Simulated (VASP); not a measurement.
Crystal: SiO2.

```
Si O
1.0
     4.22990    0.00000    0.00000
     0.00000    4.22990    0.00000
     0.00000    0.00000    2.40580
Si O
2 4
Direct
  0.50000 0.50000 0.50000
  0.00000 0.00000 0.00000
  0.69443 0.69443 0.00000
  0.19443 0.80557 0.50000
  0.30557 0.30557 0.00000
  0.80557 0.19443 0.50000
```

Base run:

* Program: VASP 6.6.1
* Functional: LDA
* Potentials or basis: VASP PAW LDA potentials, release 64 (Si, O)
* Cutoff: 520 eV
* k mesh: 6 × 6 × 8
* Occupations: gaussian, width 0.05 eV
* Spin: no spin polarisation

Its results: band gap on the k mesh 7.10 eV, direct; pressure 36.5 GPa; largest force 0.150 eV/Å.

The run is repeated on the same cell with these changes: potentials or basis from VASP PAW LDA potentials, release 64 (Si, O) to VASP PAW LDA potentials, release 64 (Si, O_h); cutoff from 520 eV to 910 eV; further incar settings from ALGO = Normal; EDIFF = 1e-07; NBANDS = 25 to ALGO = Normal; EDIFF = 1e-06; NBANDS = 25. What comes out?

Band gap on the k mesh 7.12 eV, direct; pressure 35.6 GPa; largest force 0.099 eV/Å.

Caveats: the cutoff is under 1.25 times the usual one of these potentials, so pressure, stress and relaxed cells hold a basis-set (Pulay) error (some runs).

A k mesh can miss the band edges.
